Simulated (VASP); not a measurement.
# ZnS (P3m1) in VASP: a series of runs

Runs on ZnS. Level: PBE. Tasks: electric field gradients.

Everything below comes from runs of VASP 6.6.1. Logs are shortened: lines on timing, memory, paths and dates and some standing lists are left out, and cuts for length are marked.

## (1) The cell of the first run

It takes space group P3m1 (No. 156, trigonal). Conventional cell: a = 3.805 Å, b = 3.805 Å, c = 24.916 Å, α = 90.00°, β = 90.00°, γ = 120.00°. Within 3.1 Å of Zn (site symmetry 3m) lie 4 S at 2.33 Å. Within 3.1 Å of Zn (site symmetry 3m) lie 4 S at 2.33 Å. Within 3.1 Å of Zn (site symmetry 3m) lie 4 S at 2.33 Å. Zn (site symmetry 3m) has 4 S at 2.33 Å within 3.1 Å. Within 3.1 Å of Zn (site symmetry 3m) lie 4 S at 2.33 Å. Zn (site symmetry 3m) has 4 S at 2.33 Å within 3.1 Å. Within 3.1 Å of Zn (site symmetry 3m) lie 4 S at 2.33 Å. Within 3.1 Å of Zn (site symmetry 3m) lie 4 S at 2.33 Å.

## (2) Electric field gradients, PBE

Contents of INCAR:

```
SYSTEM = ZnS
PREC = Accurate
ENCUT = 520
EDIFF = 1E-8
ISMEAR = -1
SIGMA = 0.02
LREAL = Auto
LASPH = .TRUE.
NELM = 80
ALGO = Normal
ISIF = 2
LWAVE = .FALSE.
LCHARG = .FALSE.
GGA = PE
LEFG = .TRUE.
NBANDS = 86
```

Contents of KPOINTS:

```
regular mesh
0
G
  8 8 2
  0 0 0
```

Contents of POSCAR:

```
ZnS
1.0
    3.8050880673      0.0000000000      0.0000000000
   -1.9025440336      3.2953029299      0.0000000000
    0.0000000000      0.0000000000     24.9159345000
Zn S
8 8
Direct
    0.3333333333      0.6666666667      0.1251184100
    0.0000000000      0.0000000000      0.0001589700
    0.6666666667      0.3333333333      0.6250474700
    0.6666666667      0.3333333333      0.8751387000
    0.0000000000      0.0000000000      0.7500222700
    0.3333333333      0.6666666667      0.5000781600
    0.0000000000      0.0000000000      0.3750879400
    0.6666666667      0.3333333333      0.2501284900
    0.6666666667      0.3333333333      0.3437219900
    0.6666666667      0.3333333333      0.7185811600
    0.3333333333      0.6666666667      0.2187340500
    0.0000000000      0.0000000000      0.8436723900
    0.6666666667      0.3333333333      0.9688127500
    0.0000000000      0.0000000000      0.0937260600
    0.3333333333      0.6666666667      0.5936859800
    0.0000000000      0.0000000000      0.4686862100
```

Potentials or basis: VASP PAW PBE potentials, release 64 (Zn, S).

On the command line:

```
> cat potpaw_PBE.64/Zn/POTCAR potpaw_PBE.64/S/POTCAR > POTCAR
> mpirun -np 1 vasp_std > vasp.out
```

OUTCAR:

```text
SYSTEM = ZnS
   PREC = Accurate
   ENCUT = 520
   EDIFF = 1E-8
   ISMEAR = -1
   LREAL = Auto
   LASPH = .TRUE.
   NELM = 80
   ISIF = 2
   GGA = PE

 ion  position               nearest neighbor table
   1  0.333  0.667  0.125-  14 2.33  14 2.33  14 2.33  11 2.33
   2  0.000  0.000  0.000-  14 2.33  13 2.33  13 2.33  13 2.33
   3  0.667  0.333  0.625-  10 2.33  15 2.33  15 2.33  15 2.33
   4  0.667  0.333  0.875-  12 2.33  12 2.33  12 2.33  13 2.33
   5  0.000  0.000  0.750-  10 2.33  10 2.33  10 2.33  12 2.33
   6  0.333  0.667  0.500-  16 2.33  16 2.33  16 2.33  15 2.33
[... 8 lines left out ...]
  15  0.333  0.667  0.594-   3 2.33   3 2.33   3 2.33   6 2.33
  16  0.000  0.000  0.469-   6 2.33   6 2.33   6 2.33   7 2.33

  LATTYP: Found a hexagonal cell.
 ALAT       =     3.8050880673
 C/A-ratio  =     6.5480572484

  Lattice vectors:

 A1 = (   3.8050880673,   0.0000000000,   0.0000000000)
 A2 = (  -1.9025440336,   3.2953029299,   0.0000000000)
 A3 = (   0.0000000000,   0.0000000000,  24.9159345000)

Analysis of symmetry for initial positions (statically):
=====================================================================
 Subroutine PRICEL returns:
 Original cell was already a primitive cell.

 Routine SETGRP: Setting up the symmetry group for a
 hexagonal supercell.

 Subroutine GETGRP returns: Found  6 space group operations
 (whereof  6 operations were pure point group operations)
 out of a pool of 24 trial point group operations.

The static configuration has the point symmetry C_3v.

Analysis of symmetry for dynamics (positions and initial velocities):
=====================================================================
 Subroutine PRICEL returns:
 Original cell was already a primitive cell.

 Routine SETGRP: Setting up the symmetry group for a
 hexagonal supercell.

 Subroutine GETGRP returns: Found  6 space group operations
 (whereof  6 operations were pure point group operations)
 out of a pool of 24 trial point group operations.

The dynamic configuration has the point symmetry C_3v.

 Subroutine INISYM returns: Found  6 space group operations
 (whereof  6 operations are pure point group operations),
 and found     1 'primitive' translations

----------------------------------------------------------------------------------------

                                     Primitive cell

  volume of cell :     312.4189

  direct lattice vectors                    reciprocal lattice vectors
     3.805088067  0.000000000  0.000000000     0.262806007  0.151731119  0.000000000
    -1.902544034  3.295302930  0.000000000     0.000000000  0.303462237  0.000000000
     0.000000000  0.000000000 24.915934500     0.000000000  0.000000000  0.040134959

  length of vectors
     3.805088067  3.805088067 24.915934500     0.303462237  0.303462237  0.040134959

  position of ions in fractional coordinates (direct lattice)
     0.333333333  0.666666667  0.125118410
     0.000000000  0.000000000  0.000158970
     0.666666667  0.333333333  0.625047470
     0.666666667  0.333333333  0.875138700
     0.000000000  0.000000000  0.750022270
     0.333333333  0.666666667  0.500078160
[... 8 lines left out ...]
     0.333333333  0.666666667  0.593685980
     0.000000000  0.000000000  0.468686210

  ion indices of the primitive-cell ions
   primitive index   ion index
                 1           1
                 2           2
                 3           3
                 4           4
                 5           5
                 6           6
[... 8 lines left out ...]
                15          15
                16          16
[... 63 lines left out ...]
   LSORBIT =      F    spin-orbit coupling
   LASPH  =      T    aspherical Exc in radial PAW
   ENCUT  =  520.0 eV  38.22 Ry    6.18 a.u.   7.07  7.07 46.33*2*pi/ulx,y,z
   NELM   =     80;   NELMIN=  2; NELMDL= -5     # of ELM steps
   EDIFF  = 0.1E-07   stopping-criterion for ELM
   LREAL  =      T    real-space projection
   EDIFFG = 0.1E-06   stopping-criterion for IOM
   NSW    =      0    number of steps for IOM
   IBRION =     -1    ionic relax: 0-MD 1-quasi-New 2-CG
   NFREE  =      0    steps in history (QN), initial steepest desc. (CG)
   ISIF   =      2    stress and relaxation
   ISYM   =      2    0-nonsym 1-usesym 2-fastsym
   POTIM  = 0.5000    time-step for ionic-motion
   TEBEG  =    0.0;   TEEND  =   0.0 temperature during run
   PSTRESS=    0.0 pullay stress
   NELECT =     144.0000    total number of electrons
   NUPDOWN=      -1.0000    fix difference up-down
   EMIN   =  10.00;   EMAX   =-10.00  energy-range for DOS
   EFERMI =   0.00;   METHOD = LEGACY
   ISMEAR =    -1;   SIGMA  =   0.02  broadening in eV -4-tet -1-fermi 0-gaus
   EFERMI_NEDOS =   21; number of points for ismear=-14 and -15
   IALGO  =     38    algorithm
   IMIX   =      4    mixing-type and parameters
     AMIX     =   0.40;   BMIX     =  1.00
     AMIX_MAG =   1.60;   BMIX_MAG =  1.00
  volume/ion in A,a.u.               =      19.53       131.77
  Fermi-wavevector in a.u.,A,eV,Ry     =   1.264591  2.389730 21.758289  1.599189
  Thomas-Fermi vector in A             =   2.397888
   LORBIT       =      0    0 simple, 1 ext, 2 COOP (PROOUT), +10 PAW based schemes
   GGA     = PE    functional components
   LHFCALC =     F    Hartree Fock is set to
   AEXX    =    0.0000 exact exchange contribution
   IVDW    =     0    specifies the selected vdW correction
   LEPSILON=     F    determine dielectric tensor
   LRPA    =     F    only Hartree local field effects (RPA)
 non-spin polarized calculation
  energy-cutoff  :      520.00
  volume of cell :      312.42
 maximum number of plane-waves:      8463
   NGX = 15   NGY = 15   NGZ = 93

 number of electron     143.9999939 magnetization

 Free energy of the ion-electron system (eV)
  ---------------------------------------------------
  ext. energy  EPLUGINS =         0.00000000
  ---------------------------------------------------
  free energy    TOTEN  =       -54.72721051 eV

  energy without entropy =      -54.72721051  energy(sigma->0) =      -54.72721051

 E-fermi :   2.6497     XC(G=0):  -9.6767

 val. band max:        2.2105358731   @ k =   0.0000   0.0000   0.0000
 cond. band min:       4.3827974926   @ k =   0.0000   0.0000   0.0000
 fundamental gap:      2.1722616195
 Fermi energy:         2.6497395566

 k-point     1 :       0.0000    0.0000    0.0000
  band No.  band energies     occupation
      1     -11.0120      2.00000
      2     -10.8948      2.00000
      3     -10.8906      2.00000
      4     -10.5822      2.00000
      5     -10.5820      2.00000
      6     -10.2313      2.00000
[... 1729 lines left out ...]
     83       8.2023      0.00000
     84       8.2581      0.00000
 [bands above 84 left out]

------------------------ aborting loop because EDIFF is reached ----------------------------------------

  FORCE on cell =-STRESS in cart. coord.  units (eV):
  Direction    XX          YY          ZZ          XY          YZ          ZX
  --------------------------------------------------------------------------------------
  -------------------------------------------------------------------------------------
  Total        5.0444516      5.0444516      4.9139770      0.0000000      0.0000000      0.0000000
  in kB       25.8694566     25.8694566     25.2003436      0.0000000      0.0000000      0.0000000
  external PRESSURE =      25.6464189 kB  Pullay stress =       0.0000000 kB

 VOLUME and BASIS-vectors are now :
 -----------------------------------------------------------------------------
  energy-cutoff  :      520.00
  volume of cell :      312.42
      direct lattice vectors                 reciprocal lattice vectors
     3.805088067  0.000000000  0.000000000     0.262806007  0.151731119  0.000000000
    -1.902544034  3.295302930  0.000000000     0.000000000  0.303462237  0.000000000
     0.000000000  0.000000000 24.915934500     0.000000000  0.000000000  0.040134959

 POSITION                                       TOTAL-FORCE (eV/Angst)
 -----------------------------------------------------------------------------------
     -0.00000      2.19687      3.11744         0.000000     -0.000000     -0.004926
      0.00000      0.00000      0.00396        -0.000000      0.000000      0.004083
      1.90254      1.09843     15.57364         0.000000     -0.000000     -0.013714
      1.90254      1.09843     21.80490        -0.000000      0.000000      0.001028
      0.00000      0.00000     18.68751        -0.000000      0.000000     -0.008983
     -0.00000      2.19687     12.45991         0.000000      0.000000     -0.005849
[... 8 lines left out ...]
     -0.00000      2.19687     14.79224         0.000000      0.000000      0.002037
      0.00000      0.00000     11.67775        -0.000000      0.000000      0.007329
 -----------------------------------------------------------------------------------
    total drift:                               -0.000000     -0.000007      0.003453

  FREE ENERGIE OF THE ION-ELECTRON SYSTEM (eV)
  ---------------------------------------------------
  free  energy   TOTEN  =       -54.7272105148 eV

  energy  without entropy=      -54.7272105148  energy(sigma->0) =      -54.72721051

 Electric field gradients (V/A^2)
---------------------------------------------------------------------
 ion       V_xx      V_yy      V_zz      V_xy      V_xz      V_yz
---------------------------------------------------------------------
   1      -0.037    -0.030     0.067     0.006     0.000    -0.000
   2      -0.227    -0.227     0.454     0.000     0.000    -0.000
   3       0.054     0.060    -0.114     0.006     0.000    -0.000
   4       0.240     0.246    -0.486     0.006    -0.000     0.000
   5       0.434     0.434    -0.868     0.000     0.000    -0.000
   6      -0.011    -0.005     0.016     0.006     0.000    -0.000
[... 8 lines left out ...]
  15      -0.433    -0.433     0.866    -0.000     0.000    -0.000
  16      -0.451    -0.451     0.902     0.001     0.000    -0.000
---------------------------------------------------------------------

 Electric field gradients after diagonalization (V/A^2)
 (convention: |V_zz| > |V_xx| > |V_yy|)
----------------------------------------------------------------------
 ion       V_xx      V_yy      V_zz     asymmetry (V_yy - V_xx)/ V_zz
----------------------------------------------------------------------
   1      -0.040    -0.027     0.067       0.195
   2      -0.228    -0.226     0.454       0.003
   3       0.064     0.051    -0.114       0.114
   4       0.249     0.236    -0.486       0.027
   5       0.435     0.433    -0.868       0.001
   6      -0.015    -0.002     0.016       0.799
[... 8 lines left out ...]
  15      -0.434    -0.433     0.866       0.001
  16      -0.452    -0.450     0.902       0.001
----------------------------------------------------------------------

           NMR quadrupolar parameters

 Cq : quadrupolar parameter    Cq=e*Q*V_zz/h
 eta: asymmetry parameters     (V_yy - V_xx)/ V_zz
 Q  : nuclear electric quadrupole moment in mb (millibarn)
----------------------------------------------------------------------
 ion       Cq(MHz)       eta       Q (mb)
----------------------------------------------------------------------
   1       0.000       0.195       1.000
   2       0.001       0.003       1.000
   3      -0.000       0.114       1.000
   4      -0.001       0.027       1.000
   5      -0.002       0.001       1.000
   6       0.000       0.799       1.000
[... 8 lines left out ...]
  15       0.002       0.001       1.000
  16       0.002       0.001       1.000
----------------------------------------------------------------------
```

Run time: 60 min. Hardware: 1 thread of Intel Xeon Platinum 8375C at 2.90GHz (Ice Lake), shared host; peak memory 0.58 GiB.

What came out:

- Free energy: -54.7272 eV
- Pressure: 2.6 GPa
- Largest force: 0.014 eV/Å
- Band gap on the k mesh: 2.17 eV
- Largest electric field gradient by atom: Zn +0.1, +0.5, -0.1, -0.5, -0.9, +0.0, -0.0 (each value once); S +0.8, +1.2, +0.9, +2.9, +2.4 (each value once) V/Å²

Forces in eV/Å, atoms in the order of the input:
```
Zn   0.000  0.000 -0.005
Zn   0.000  0.000  0.004
Zn   0.000  0.000 -0.014
Zn   0.000  0.000  0.001
Zn   0.000  0.000 -0.009
Zn   0.000  0.000 -0.006
Zn   0.000  0.000 -0.004
Zn   0.000  0.000 -0.009
S    0.000  0.000  0.005
S    0.000  0.000 -0.001
S    0.000  0.000  0.004
S    0.000  0.000  0.006
S    0.000  0.000  0.008
S    0.000  0.000  0.009
S    0.000  0.000  0.002
S    0.000  0.000  0.007
```

Electric field gradients, principal values (V/Å²):
```
atom   least  middle  greatest (by size)
1 Zn  -0.027  -0.040               0.067
2 Zn  -0.226  -0.228               0.454
3 Zn   0.051   0.064              -0.114
4 Zn   0.236   0.249              -0.486
5 Zn   0.433   0.435              -0.868
6 Zn  -0.002  -0.015               0.016
7 Zn  -0.022  -0.023               0.045
8 Zn   0.013   0.026              -0.039
 9 S  -0.423  -0.424               0.846
10 S  -0.621  -0.622               1.242
11 S  -0.471  -0.472               0.944
12 S  -1.439  -1.440               2.879
13 S  -1.190  -1.191               2.380
14 S  -0.465  -0.466               0.931
15 S  -0.433  -0.434               0.866
16 S  -0.450  -0.452               0.902
```

Caveat: without QUAD_EFG the Cq values of the log hold for a quadrupole moment of 1 mb, not for the nuclei.

[end of part 1 of 3]
